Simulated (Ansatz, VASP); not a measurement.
## Two plane-wave programs on TiTe2

INCAR

```
SYSTEM = TiTe2
PREC = Accurate
ENCUT = 520
EDIFF = 1E-6
ISMEAR = 0
SIGMA = 0.1
LREAL = .FALSE.
LASPH = .TRUE.
NELM = 60
ALGO = Normal
ISIF = 2
LWAVE = .FALSE.
LCHARG = .TRUE.
LDIPOL = .TRUE.
IDIPOL = 3
DIPOL = 0.5 0.5 0.403
GGA = PE
IVDW = 12
LELF = .TRUE.
LVHAR = .TRUE.
LVACPOTAV = .TRUE.
NBANDS = 33
```

Contents of KPOINTS:

```
Automatic mesh
0
G
  9 9 1
  0 0 0
```

File POSCAR:

```
TiTe2
1.0
    3.6786896756      0.0000000000      0.0000000000
   -1.8393448378      3.1858387117      0.0000000000
    0.0000000000      0.0000000000     24.5502267604
Te Ti
4 2
Direct
    0.3333333333      0.6666666667      0.1832976959
    0.6666666667      0.3333333333      0.3268855094
    0.8333333333      0.6666666667      0.4788189329
    1.1666666667      0.3333333333      0.6224067464
    0.0000000000      0.0000000000      0.2550916027
    0.5000000000      0.0000000000      0.5506128396
```

Input for Ansatz:

```yaml
crystal:
  lattice:
    - [3.6786896756, 0.0, 0.0]
    - [-1.8393448378, 3.1858387117, 0.0]
    - [0.0, 0.0, 24.5502267604]
  atoms:
    - { symbol: Te, position: [0.3333333333, 0.6666666667, 0.1832976959] }
    - { symbol: Ti, position: [0.0, 0.0, 0.2550916027] }
    - { symbol: Te, position: [0.6666666667, 0.3333333333, 0.3268855094] }
    - { symbol: Te, position: [0.8333333333, 0.6666666667, 0.4788189329] }
    - { symbol: Ti, position: [0.5, 0.0, 0.5506128396] }
    - { symbol: Te, position: [1.1666666667, 0.3333333333, 0.6224067464] }
basis:
  ecutwfc: 420
kpoints:
  mp_grid: { grid: [9, 9, 1] }
hamiltonian:
  xc: pbe
  dispersion: d3bj
scf:
  occupations: { method: gaussian, width: 0.1 }
output:
  forces: true
  eigenvalues: true
efield:
  axis: 3
  dipole_correction: true
  ramp_width: 0.04
```

Alike in both runs: task single point; functional PBE; dispersion D3(BJ); k mesh 9 × 9 × 1; occupations gaussian, width 0.1 eV; no spin polarisation.

|  | VASP | Ansatz |
| --- | --- | --- |
| version | VASP 6.6.1 | Ansatz 0.2.0 |
| potentials or method | VASP PAW PBE potentials, release 64 (Te, Ti_sv), cutoff 520 eV | scalar-relativistic, plane waves, PAW |
| valence electrons in the cell | 48 | 88 |

```csv
,VASP,Ansatz,Ansatz less VASP
gap on the k mesh at the Fermi level (eV),none,none,-
rms of the force components (eV/Å),0.036,0.035,-0.0011
"work function, face that differs most (eV)",4.85,4.85,-0.006
```

A gap of «none» marks a metal or a gap that the smearing closes. VASP's potentials hold 48 valence electrons a cell and Ansatz's 88, so a difference there can come from the potentials and not from the codes.

Neither program's run includes spin-orbit coupling.
